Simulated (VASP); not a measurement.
Crystal: Zr.

```xyz
2
Lattice="3.1900 0.0000 0.0000 -1.5950 2.7626 0.0000 0.0000 0.0000 5.1100" Properties=species:S:1:pos:R:3 pbc="T T T"
Zr    0.0000    1.8417    1.2775
Zr    1.5950    0.9209    3.8325
```

```yaml
Program: VASP 6.6.1
Task: relaxation of cell and atoms
Functional: revPBE
Dispersion: D3(BJ)
Potentials_or_basis: VASP PAW PBE potentials, release 64 (Zr_sv)
Cutoff: 500 eV
k_mesh: 15 × 15 × 8
Occupations: gaussian, width 0.1 eV
Spin: no spin polarisation
```

At the start: pressure -1.9 GPa; volume 22.52 Å³/atom.

Q: Where does the relaxation end?

A: Over 5 steps the energy falls by 2.7 meV/atom and the volume is 22.08 Å³/atom (-2.0 %); space group P6_3/mmc (No. 194, to 0.05 Å).

The path:
```tsv
step	energy change (eV)	largest force (eV/Å)	pressure (GPa)	volume (Å³)
1	0.0000	0.0000	-1.86	45.03
2	-0.0005	0.0000	1.89	43.35
3	-0.0052	0.0000	0.01	44.16
4	-0.0053	0.0000	0.00	44.15
5	-0.0053	0.0000	0.00	44.15
```

Final structure:
```
Zr
1.0
     3.16456    0.00000    0.00000
    -1.58228    2.74059    0.00000
     0.00000    0.00000    5.09088
Zr
2
Cartesian
  0.0000 1.8271 1.2727
  1.5823 0.9135 3.8182
```

Caveat: the PAW data sets were made with another functional, which shifts forces and pressure a little; pairwise dispersion overbinds metals, which lowers pressure and volume.
